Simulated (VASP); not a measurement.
# NiW7S16 (a cell with a defect) in VASP: single point with PBEsol

Aim: the single point of NiW7S16 (a cell with a defect) with PBEsol.

Program: VASP 6.6.1. These are calculated values, not measurements. Logs are shortened: lines on timing, memory, paths and dates and some standing lists are left out, and cuts for length are marked.

**1. The cell of the first run**

The cell holds a defect, 24 atoms: a = 6.306 Å, b = 6.306 Å, c = 12.323 Å, α = 90.00°, β = 90.00°, γ = 120.00°.

**2. Single point, PBEsol, collinear spin, zero start**

Contents of INCAR:

```
PREC     = Accurate       # precision mode
ENCUT    = 350            # plane-wave cutoff, eV
EDIFF    = 1E-5           # SCF threshold, eV
ISMEAR   = 0              # smearing method
SIGMA    = 0.03           # smearing width, eV
LREAL    = Auto         
LASPH    = T              # aspherical terms in the spheres
NELM     = 120            # most SCF steps
ALGO     = Normal         # electronic algorithm
ISIF     = 2              # what is computed and relaxed
LWAVE    = F              # write WAVECAR
LCHARG   = F              # write CHGCAR
ISPIN    = 2              # spin polarisation
MAGMOM   = 0 0 0 0 0 0 0 0 0 0 0 0 0 0 0 0 0 0 0 0 0 0 0 0 # initial moments
LORBIT   = 11             # projections on sites
NUPDOWN  = 0              # fixed moment
LMAXMIX  = 4              # l up to which the mixer works
GGA      = PS             # functional
ISYM     = 0            
KPAR     = 4
```

Contents of KPOINTS:

```
Automatic mesh
0
Gamma
  3 3 2
```

Contents of POSCAR:

```
NiW7S16                                 
1.0
    6.3064000000      0.0000000000      0.0000000000
   -3.1532000000      5.4615026064      0.0000000000
    0.0000000000      0.0000000000     12.3230000000
  Ni              W               S             
     1     7    16
Direct
     0.2447438283285442    0.3701069694036937    0.2705297780254624
     0.1565471746507480    0.8299628204729782    0.2486667267556939
     0.6647987616639327    0.3307005473818924    0.2456303745127076
     0.6638899936053463    0.8375101003240603    0.2451509068378179
     0.3319942620185986    0.1666918586236412    0.7492220522574804
     0.3319198792350510    0.6662157970687760    0.7492222658594027
     0.8318057625278061    0.1663970649556968    0.7496646237081126
     0.8318985173940266    0.6664601287191970    0.7494243104988026
     0.1648659995052557    0.3329007369573956    0.6223110640121976
     0.1651516364567238    0.8330639251428494    0.6225140928273433
     0.6658903389900516    0.3331989753147603    0.6224651384598835
     0.6657490073505556    0.8336492954535875    0.6224332877155394
     0.3049514401799407    0.1725844323911896    0.1350134396756923
     0.3009918622765499    0.6293102032398395    0.1362150842256737
     0.7786569219207016    0.1404870531860575    0.1088252164632955
     0.8222992816152324    0.6630447768036991    0.1198772762241386
     0.1652736162178018    0.3330976543042639    0.8762875993924016
     0.1657799510393163    0.8333709271317973    0.8765261589026847
     0.6648126042216852    0.3333129100013841    0.8763884322926485
     0.6647098038595930    0.8324756791080302    0.8764117591909575
     0.3519417271590280    0.1649392001390468    0.3787824827751611
     0.3496504245874413    0.6847716259132085    0.3779309909488305
     0.8798161532273068    0.1910460252513059    0.3575110607169192
     0.8291670519687570    0.6667782927116473    0.3736668777211449
```

Potentials or basis: VASP PAW PBE potentials, release 64 (Ni, W_sv, S).

On the command line:

```sh
$ cat potpaw_PBE.64/Ni/POTCAR potpaw_PBE.64/W_sv/POTCAR potpaw_PBE.64/S/POTCAR > POTCAR
$ mpirun -np 4 vasp_std > vasp.out
```

OUTCAR:

```text
PREC = Accurate
   ENCUT = 350
   EDIFF = 1E-5
   ISMEAR = 0
   LREAL = Auto
   LASPH = T
   NELM = 120
   ISIF = 2
   ISPIN = 2
   LORBIT = 11
   NUPDOWN = 0
   GGA = PS
   ISYM = 0

 ion  position               nearest neighbor table
   1  0.245  0.370  0.271-  21 2.19  22 2.19  14 2.23  13 2.23  23 2.26   3 2.80   4 2.83   2 3.18
                             2 3.23
   2  0.157  0.830  0.249-  13 2.34  14 2.35  24 2.36  16 2.42  21 2.44  22 2.44   3 3.13   4 3.13
                             4 3.18   1 3.18   3 3.18   1 3.23
   3  0.665  0.331  0.246-  21 2.37  15 2.38  16 2.39  23 2.39  13 2.40  24 2.42   1 2.80   4 3.11
                             2 3.13   2 3.18   4 3.20
   4  0.664  0.838  0.245-  15 2.37  22 2.37  16 2.39  23 2.39  14 2.40  24 2.42   1 2.83   3 3.11
                             2 3.13   2 3.18   3 3.20
   5  0.332  0.167  0.749-  10 2.40  19 2.40   9 2.40  17 2.40  11 2.40  18 2.40   6 3.15   8 3.15
                             7 3.15   7 3.15   8 3.15   6 3.16
   6  0.332  0.666  0.749-  10 2.40   9 2.40  20 2.40  17 2.40  12 2.40  18 2.40   5 3.15   8 3.15
                             7 3.15   7 3.15   8 3.15   5 3.16
   7  0.832  0.166  0.750-  17 2.40  11 2.40  12 2.40  19 2.40  20 2.40   9 2.40   5 3.15   6 3.15
                             8 3.15   8 3.15   6 3.15   5 3.15
   8  0.832  0.666  0.749-  19 2.40  10 2.40  20 2.40  11 2.40  12 2.40  18 2.40   5 3.15   6 3.15
                             7 3.15   7 3.15   6 3.15   5 3.15
   9  0.165  0.333  0.622-   6 2.40   5 2.40   7 2.40
  10  0.165  0.833  0.623-   6 2.40   5 2.40   8 2.40
  11  0.666  0.333  0.622-   7 2.40   8 2.40   5 2.40
  12  0.666  0.834  0.622-   7 2.40   8 2.40   6 2.40
  13  0.305  0.173  0.135-   1 2.23   2 2.34   3 2.40
  14  0.301  0.629  0.136-   1 2.23   2 2.35   4 2.40
  15  0.779  0.140  0.109-   4 2.37   3 2.38
  16  0.822  0.663  0.120-   4 2.39   3 2.39   2 2.42
  17  0.165  0.333  0.876-   7 2.40   6 2.40   5 2.40
  18  0.166  0.833  0.877-   6 2.40   5 2.40   8 2.40
  19  0.665  0.333  0.876-   8 2.40   5 2.40   7 2.40
  20  0.665  0.832  0.876-   6 2.40   8 2.40   7 2.40
  21  0.352  0.165  0.379-   1 2.19   3 2.37   2 2.44
  22  0.350  0.685  0.378-   1 2.19   4 2.37   2 2.44
  23  0.880  0.191  0.358-   1 2.26   4 2.39   3 2.39
  24  0.829  0.667  0.374-   2 2.36   3 2.42   4 2.42

IMPORTANT INFORMATION: All symmetrisations will be switched off!
NOSYMM: (Re-)initialisation of all symmetry stuff for point group C_1.

----------------------------------------------------------------------------------------

                                     Primitive cell

  volume of cell :     424.4339

  direct lattice vectors                    reciprocal lattice vectors
     6.306400000  0.000000000  0.000000000     0.158569073  0.091549897  0.000000000
    -3.153200000  5.461502606  0.000000000     0.000000000  0.183099794  0.000000000
     0.000000000  0.000000000 12.323000000     0.000000000  0.000000000  0.081149071

  length of vectors
     6.306400000  6.306400000 12.323000000     0.183099794  0.183099794  0.081149071

  position of ions in fractional coordinates (direct lattice)
     0.244743828  0.370106969  0.270529778
     0.156547175  0.829962820  0.248666727
     0.664798762  0.330700547  0.245630375
     0.663889994  0.837510100  0.245150907
     0.331994262  0.166691859  0.749222052
     0.331919879  0.666215797  0.749222266
[... 16 lines left out ...]
     0.879816153  0.191046025  0.357511061
     0.829167052  0.666778293  0.373666878

  ion indices of the primitive-cell ions
   primitive index   ion index
                 1           1
                 2           2
                 3           3
                 4           4
                 5           5
                 6           6
[... 16 lines left out ...]
                23          23
                24          24

----------------------------------------------------------------------------------------

 KPOINTS: Automatic mesh

Automatic generation of k-mesh.
 Grid dimensions read from file:
 generate k-points for:    3    3    2

 Generating k-lattice:

  Cartesian coordinates                     Fractional coordinates (reciprocal lattice)
     0.052856358  0.030516632  0.000000000     0.333333333  0.000000000  0.000000000
     0.000000000  0.061033265  0.000000000     0.000000000  0.333333333  0.000000000
     0.000000000  0.000000000  0.040574535     0.000000000  0.000000000  0.500000000

  Length of vectors
     0.061033265  0.061033265  0.040574535

  Shift w.r.t. Gamma in fractional coordinates (k-lattice)
     0.000000000  0.000000000  0.000000000

 Subroutine IBZKPT returns following result:
[... 24 lines left out ...]
 SYSTEM =  unknown system
   PREC   = accura    normal or accurate (medium, high low for compatibility)
   ISTART =      0    job   : 0-new  1-cont  2-samecut
   ICHARG =      2    charge: 1-file 2-atom 10-const
   ISPIN  =      2    spin polarized calculation?
   LNONCOLLINEAR =      F non collinear calculations
   LSORBIT =      F    spin-orbit coupling
   LASPH  =      T    aspherical Exc in radial PAW
   ENCUT  =  350.0 eV  25.72 Ry    5.07 a.u.   9.62  9.62 18.80*2*pi/ulx,y,z
   NELM   =    120;   NELMIN=  2; NELMDL= -5     # of ELM steps
   EDIFF  = 0.1E-04   stopping-criterion for ELM
   LREAL  =      T    real-space projection
   EDIFFG = 0.1E-03   stopping-criterion for IOM
   NSW    =      0    number of steps for IOM
   IBRION =     -1    ionic relax: 0-MD 1-quasi-New 2-CG
   NFREE  =      0    steps in history (QN), initial steepest desc. (CG)
   ISIF   =      2    stress and relaxation
   ISYM   =      0    0-nonsym 1-usesym 2-fastsym
   POTIM  = 0.5000    time-step for ionic-motion
   TEBEG  =    0.0;   TEEND  =   0.0 temperature during run
   PSTRESS=    0.0 pullay stress
   NELECT =     204.0000    total number of electrons
   NUPDOWN=       0.0000    fix difference up-down
   EMIN   =  10.00;   EMAX   =-10.00  energy-range for DOS
   EFERMI =   0.00;   METHOD = LEGACY
   ISMEAR =     0;   SIGMA  =   0.03  broadening in eV -4-tet -1-fermi 0-gaus
   EFERMI_NEDOS =   21; number of points for ismear=-14 and -15
   IALGO  =     38    algorithm
   IMIX   =      4    mixing-type and parameters
     AMIX     =   0.40;   BMIX     =  1.00
     AMIX_MAG =   1.60;   BMIX_MAG =  1.00
  volume/ion in A,a.u.               =      17.68       119.34
  Fermi-wavevector in a.u.,A,eV,Ry     =   1.282374  2.423336 22.374566  1.644484
  Thomas-Fermi vector in A             =   2.414690
   LORBIT       =     11    0 simple, 1 ext, 2 COOP (PROOUT), +10 PAW based schemes
   GGA     = PS    functional components
   LHFCALC =     F    Hartree Fock is set to
   AEXX    =    0.0000 exact exchange contribution
   IVDW    =     0    specifies the selected vdW correction
   LEPSILON=     F    determine dielectric tensor
   LRPA    =     F    only Hartree local field effects (RPA)
 spin polarized calculation
 Gauss-broadening in eV      SIGMA  =   0.03
  energy-cutoff  :      350.00
  volume of cell :      424.43
 maximum number of plane-waves:      6374
 NGX is ok and might be reduce to    40
   NGX = 19   NGY = 19   NGZ = 37

 number of electron     204.0000003 magnetization       0.0000000

 number of electron     204.0000003 magnetization      -0.0000000

 Free energy of the ion-electron system (eV)
  ---------------------------------------------------
  ext. energy  EPLUGINS =         0.00000000
  ---------------------------------------------------
  free energy    TOTEN  =      -190.34581315 eV

  energy without entropy =     -190.33768798  energy(sigma->0) =     -190.34175056

 E-fermi :   6.9714     XC(G=0): -11.0252

 val. band max:        6.9558185223   @ k =  -0.3333   0.3333   0.0000
 cond. band min:       6.9681274183   @ k =  -0.3333   0.3333   0.5000
 fundamental gap:      0.0123088960
 Fermi energy:         6.9674390243

 spin component 1

 k-point     1 :       0.0000    0.0000    0.0000
  band No.  band energies     occupation
      1     -67.6089      1.00000
      2     -67.4571      1.00000
      3     -67.4127      1.00000
      4     -67.3611      1.00000
      5     -67.3433      1.00000
      6     -67.3430      1.00000
[... 1159 lines left out ...]
    113       9.2383      0.00000
    114       9.3879      0.00000
 Fermi energy:         6.9714062618

 spin component 2

 k-point     1 :       0.0000    0.0000    0.0000
  band No.  band energies     occupation
      1     -67.5891      1.00000
      2     -67.4612      1.00000
      3     -67.4184      1.00000
      4     -67.3612      1.00000
      5     -67.3433      1.00000
      6     -67.3430      1.00000
[... 1159 lines left out ...]
    113       9.2384      0.00000
    114       9.3896      0.00000
 [bands above 114 left out]

------------------------ aborting loop because EDIFF is reached ----------------------------------------

  FORCE on cell =-STRESS in cart. coord.  units (eV):
  Direction    XX          YY          ZZ          XY          YZ          ZX
  --------------------------------------------------------------------------------------
  -------------------------------------------------------------------------------------
  Total        3.9490246      1.7802942      2.9038224      0.3828502      0.1742290      0.3716726
  in kB       14.9070022      6.7203557     10.9615135      1.4452048      0.6576894      1.4030107
  external PRESSURE =      10.8629571 kB  Pullay stress =       0.0000000 kB

 VOLUME and BASIS-vectors are now :
 -----------------------------------------------------------------------------
  energy-cutoff  :      350.00
  volume of cell :      424.43
      direct lattice vectors                 reciprocal lattice vectors
     6.306400000  0.000000000  0.000000000     0.158569073  0.091549897  0.000000000
    -3.153200000  5.461502606  0.000000000     0.000000000  0.183099794  0.000000000
     0.000000000  0.000000000 12.323000000     0.000000000  0.000000000  0.081149071

 POSITION                                       TOTAL-FORCE (eV/Angst)
 -----------------------------------------------------------------------------------
      0.37643      2.02134      3.33374        -0.166520     -0.143752     -0.029611
     -1.62979      4.53284      3.06432         0.005298      0.074219      0.011669
      3.14972      1.80612      3.02690         0.049955     -0.008514     -0.034166
      1.54592      4.57406      3.02099         0.005837      0.047377     -0.043924
      1.56808      0.91039      9.23266         0.001817     -0.002507      0.015928
     -0.00749      3.63854      9.23267         0.002717      0.005290      0.017102
[... 16 lines left out ...]
      4.94607      1.04340      4.40561        -0.115042     -0.065794      0.118112
      3.12657      3.64161      4.60470        -0.004837     -0.000275      0.029141
 -----------------------------------------------------------------------------------
    total drift:                               -0.003453      0.002742      0.009364

  FREE ENERGIE OF THE ION-ELECTRON SYSTEM (eV)
  ---------------------------------------------------
  free  energy   TOTEN  =      -190.3458131540 eV

  energy  without entropy=     -190.3376879758  energy(sigma->0) =     -190.34175056

 total charge

# of ion       s       p       d       tot
------------------------------------------
    1        0.477   0.666   8.405   9.548
    2        2.345   6.337   3.393  12.075
    3        2.339   6.341   3.407  12.087
    4        2.339   6.341   3.402  12.083
    5        2.325   6.337   3.414  12.077
    6        2.325   6.337   3.414  12.077
[... 16 lines left out ...]
   23        1.354   2.327   0.000   3.682
   24        1.356   2.336   0.000   3.692
--------------------------------------------------
tot         38.504  82.372  32.267 153.143

 magnetization (x)

# of ion       s       p       d       tot
------------------------------------------
    1        0.003  -0.001  -0.015  -0.014
    2        0.001   0.000   0.042   0.043
    3       -0.000  -0.000  -0.012  -0.013
    4       -0.000   0.000  -0.009  -0.009
    5        0.000   0.000  -0.000  -0.000
    6       -0.000  -0.000  -0.000  -0.000
[... 16 lines left out ...]
   23        0.000   0.004   0.000   0.004
   24       -0.000   0.001   0.000   0.001
--------------------------------------------------
tot          0.003  -0.009   0.005  -0.001
```

It took 12 min on 4 MPI ranks of AMD EPYC 9R45 (Zen 5), shared host; peak memory 0.65 GiB.

Results:

```yaml
Free_energy: -190.3458 eV
Pressure: 1.1 GPa
Largest_force: 0.310 eV/Å
Net_moment: 0.00 μB per cell
Site_moments: Ni -0.01; W +0.04, -0.01, -0.00, +0.00 (each value once); S -0.00, +0.00, -0.01 (each value once) μB
Valence_electrons_inside_the_program's_atomic_spheres: Ni 9.55; W 12.07, 12.09, 12.08 (each value once); S 3.70, 3.68, 3.69 (each value once)
```

Forces on the atoms (eV/Å):
```
Ni  -0.167 -0.144 -0.030
W    0.005  0.074  0.012
W    0.050 -0.009 -0.034
W    0.006  0.047 -0.044
W    0.002 -0.003  0.016
W    0.003  0.005  0.017
W    0.003 -0.003  0.015
W   -0.002  0.005  0.010
S    0.004  0.002 -0.010
S    0.004  0.003 -0.010
S   -0.003 -0.002 -0.017
S   -0.002 -0.001 -0.011
S    0.141 -0.100 -0.202
S   -0.020  0.142 -0.168
S   -0.016  0.001 -0.017
S   -0.022 -0.006  0.007
S    0.002  0.003 -0.009
S    0.000  0.000 -0.011
S   -0.003  0.004 -0.009
S    0.003 -0.004 -0.011
S    0.188 -0.153  0.194
S   -0.056  0.203  0.164
S   -0.115 -0.066  0.118
S   -0.005  0.000  0.029
```

Caveat: the k points lie up to 0.38 Å⁻¹ apart; the PAW data sets were made with another functional, which shifts forces and pressure a little; spin-orbit coupling is left out, which moves the levels of the heavy elements; the total moment is fixed, so each spin has its own Fermi level.
